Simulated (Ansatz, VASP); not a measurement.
## Bi2Te3: VASP beside Ansatz

```
Bi Te
1.0
     2.26589    1.30821   10.20514
    -2.26589    1.30821   10.20514
     0.00000   -2.61642   10.20514
Bi Te
2 3
Cartesian
  0.0000 0.0000 5.7557
  0.0000 0.0000 18.3080
  0.0000 0.0000 11.9094
  0.0000 0.0000 24.4923
  0.0000 0.0000 0.0000
```

Alike in both runs: task single point; functional LDA; k mesh 6 × 6 × 6; occupations fermi-dirac, width 0.1 eV; no spin polarisation.

```csv
,VASP,Ansatz
version,VASP 6.6.1,Ansatz 0.2.0
potentials or method,"VASP PAW LDA potentials, release 64 (Bi_d, Te), cutoff 520 eV","plane waves, PAW"
valence electrons in the cell,48,78
```

|  | VASP | Ansatz | Ansatz less VASP |
| --- | --- | --- | --- |
| pressure (GPa) | -4.8 | -4.8 | -0.04 |
| traceless stress, the component that is largest in VASP (GPa) | -0.86 | -0.86 | +0.002 |

LDA's correlation is that of Perdew and Zunger in VASP and of Perdew and Wang (1992) in Ansatz. VASP's potentials hold 48 valence electrons a cell and Ansatz's 78, so a difference there can come from the potentials and not from the codes.

Neither program's run includes spin-orbit coupling.
